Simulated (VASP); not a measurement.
Runs of VASP 6.6.1 on EuI3. The structure is that of space group Fm-3m (No. 225), or close to it. The cells are those of the table. 

| cell | gap on the mesh (eV) | pressure (GPa) | moment (μB) |
| --- | --- | --- | --- |
| a = 5.195 Å, angles 60.0°, 4 atoms | none | 23.1 | 6.15 |
| a = 5.264 Å, angles 60.0°, 4 atoms | none | 18.7 | 6.15 |
| a = 5.123 Å, angles 60.0°, 4 atoms | none | 28.2 | 6.15 |
| a = 5.159 Å, angles 60.0°, 4 atoms | none | (b) | 6.15 |
| a = 5.299 Å, angles 60.0°, 4 atoms | none | 16.9 | 6.15 |
| a = 5.230 Å, angles 60.0°, 4 atoms | none | (a) | 6.15 |

Alike in all rows: task single point; level PBE; potentials or basis VASP PAW PBE potentials, release 64 (Eu, I); spin collinear, ferromagnetic start; k mesh 6 × 6 × 6; cutoff (eV) 520; smearing fermi-dirac 0.05 eV.

Q: Estimate the missing entries.

A: (a) 20.8; (b) 25.5.

Caveats: the cell stands under pressure; spin-orbit coupling is left out, which moves the levels of the heavy elements; semilocal functionals describe open f shells poorly, which spoils levels, moments and volumes.

A k mesh can miss the band edges, and the runs leave out spin-orbit coupling on Eu, I.

A gap of «none» marks levels without a gap at the run's occupations.
